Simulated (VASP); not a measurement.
CuO, 4 atoms in the cell. The typed cell holds 4 atoms: a = 2.880 Å, b = 2.880 Å, c = 5.176 Å, α = 89.81°, β = 89.81°, γ = 89.22°. 

```yaml
Program: VASP 6.6.1
Task: relaxation of cell and atoms
Functional: LDA
Potentials_or_basis: VASP PAW LDA potentials, release 64 (Cu, O)
Cutoff: 600 eV
k_mesh: 9 × 9 × 5
Occupations: fermi-dirac, width 0.05 eV
Spin: no spin polarisation
Hubbard_terms: Cu d U = 4.5 eV
Dipole_correction: no
Further_INCAR_settings: ALGO = Normal; EDIFF = 1e-06; IBRION = 2; EDIFFG = -0.01; NSW = 60; ISIF = 3
```

Potentials or basis: VASP PAW LDA potentials, release 64 (Cu, O).

Command:

```sh
$ cat potpaw_LDA.64/Cu/POTCAR potpaw_LDA.64/O/POTCAR > POTCAR
$ mpirun -np 1 vasp_std > vasp.out
```

Hardware: 1 thread of Oxide Virtual Turin-like Processor, on a shared host.

Problem. How long does it take, and how much memory?

Solution. It took 13 min on 1 thread of Oxide Virtual Turin-like Processor (shared host), peak memory 0.27 GiB. Counts: scf iterations 64, k points 203, ion steps 7.
